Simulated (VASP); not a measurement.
Runs of VASP 6.6.1 on Ru. The structure is that of space group Fm-3m (No. 225), or close to it. The cells are those of the table. 

| task | cell | k mesh | cutoff (eV) | gap on the mesh (eV) | pressure (GPa) |
| --- | --- | --- | --- | --- | --- |
| single point | a = 2.709 Å, angles 60.0°, 1 atom | 14 × 14 × 14 | 520 | none | 0.0 |
| single point | a = 2.635 Å, angles 60.0°, 1 atom | 16 × 16 × 16 | 520 | none | 29.4 |
| single point | a = 2.596 Å, angles 60.0°, 1 atom | 16 × 16 × 16 | 520 | none | (b) |
| relaxation of cell and atoms | relaxed from a = 2.676 Å, angles 60.0°, 1 atom | 14 × 14 × 14 | 600 | none | -0.1 |
| single point | a = 2.779 Å, angles 60.0°, 1 atom | 16 × 16 × 16 | 520 | none | (a) |
| single point | a = 2.709 Å, angles 60.0°, 1 atom | 23 × 23 × 23 | 520 | none | -0.2 |
| single point | a = 2.709 Å, angles 60.0°, 1 atom | 16 × 16 × 16 | 520 | none | -0.2 |
| single point | a = 2.672 Å, angles 60.0°, 1 atom | 16 × 16 × 16 | 520 | none | 12.9 |

Alike in all rows: level RPBE; potentials or basis VASP PAW PBE potentials, release 64 (Ru_pv); no spin polarisation; smearing fermi-dirac 0.1 eV.

Q: Fill in the values left out.

A: (a) -18.4; (b) 50.2.

Caveats: the PAW data sets were made with another functional, which shifts forces and pressure a little.

A k mesh can miss the band edges, and the runs leave out spin-orbit coupling on Ru.

A gap of «none» marks levels without a gap at the run's occupations.
